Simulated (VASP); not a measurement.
Wanted: the native input for a VASP 6.6.1 run.

```yaml
Task: single point
Functional: PBE
Potentials_or_basis: VASP PAW PBE potentials, release 64 (Ag)
Cutoff: 520 eV
k_mesh: 18 × 18 × 18
Occupations: gaussian, width 0.1 eV
Spin: no spin polarisation
Dipole_correction: no
Further_INCAR_settings: ALGO = Normal; EDIFF = 1e-07; NBANDS = 12
```

The structure of Ag lies in POSCAR:

```
Ag
1.0
    0.0000000000      2.0526425128      2.0526425128
    2.0526425128      0.0000000000      2.0526425128
    2.0526425128      2.0526425128      0.0000000000
Ag
1
Direct
    0.0000000000      0.0000000000      0.0000000000
```

One way to write it, as run:

INCAR

```
SYSTEM = Ag
  PREC = Accurate
  ENCUT = 520
  EDIFF = 1E-7
  ISMEAR = 0
  SIGMA = 0.1
  LREAL = .FALSE.
  LASPH = .TRUE.
  NELM = 60
  ALGO = Normal
  ISIF = 2
  LWAVE = .FALSE.
  LCHARG = .FALSE.
  GGA = PE
  NBANDS = 12
```

KPOINTS

```
regular mesh
0
G
  18 18 18
  0 0 0
```

Potentials or basis: VASP PAW PBE potentials, release 64 (Ag).

The run is started by

```bash
$ cat potpaw_PBE.64/Ag/POTCAR > POTCAR
$ mpirun -np 1 vasp_std > vasp.out
```

It gave:

```json
{"Pressure": "2.9 GPa", "Band gap on the k mesh": "zero (an odd number of electrons rules out a gap without spin polarisation)"}
```

Run time: 42 s on 1 thread of Intel Xeon 8259CL, on a shared host, peak memory 0.17 GiB.
